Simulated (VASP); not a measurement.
Here is a VASP 6.6.1 calculation.

Contents of INCAR:

```
SYSTEM = Ti2As2S
  PREC = Accurate
  ENCUT = 500
  EDIFF = 1E-6
  ISMEAR = 0
  SIGMA = 0.1
  LREAL = .FALSE.
  LASPH = .TRUE.
  NELM = 200
  ALGO = Normal
  ISIF = 2
  LWAVE = .FALSE.
  LCHARG = .FALSE.
  ISPIN = 2
  MAGMOM = 1 1 0 0 0
  LORBIT = 11
  LMAXMIX = 4
  GGA = PE
  NBANDS = 32
  GGA_COMPAT = .FALSE.
```

KPOINTS

```
Automatic mesh
0
G
  6 6 4
  0 0 0
```

POSCAR

```
Ti2As2S
1.0
    3.4166917468      0.0000000000      0.0000000000
   -1.7083458734      2.9589418496      0.0000000000
    0.0000000000      0.0000000000      9.2871155847
Ti As S
2 2 1
Direct
    0.3333333333      0.6666666667      0.8440065206
    0.6666666667      0.3333333333      0.1559934794
    0.3333333333      0.6666666667      0.3385730391
    0.6666666667      0.3333333333      0.6614269609
    0.0000000000      0.0000000000      0.0000000000
```

Potentials or basis: VASP PAW PBE potentials, release 64 (Ti_sv, As, S).

Command:

```bash
$ cat potpaw_PBE.64/Ti_sv/POTCAR potpaw_PBE.64/As/POTCAR potpaw_PBE.64/S/POTCAR > POTCAR
$ mpirun -np 1 vasp_std > vasp.out
```

**Question.** Predict the band gap on the k mesh.

**Answer.** Zero (filled and empty bands overlap).

**Question.** What does it give for the net moment?

**Answer.** 0.00 μB per cell.

Forces in eV/Å, atoms in the order of the input:
```
Ti   0.000  0.000  0.013
Ti   0.000  0.000 -0.013
As   0.000  0.000  0.019
As   0.000  0.000 -0.019
S    0.000  0.000  0.000
```
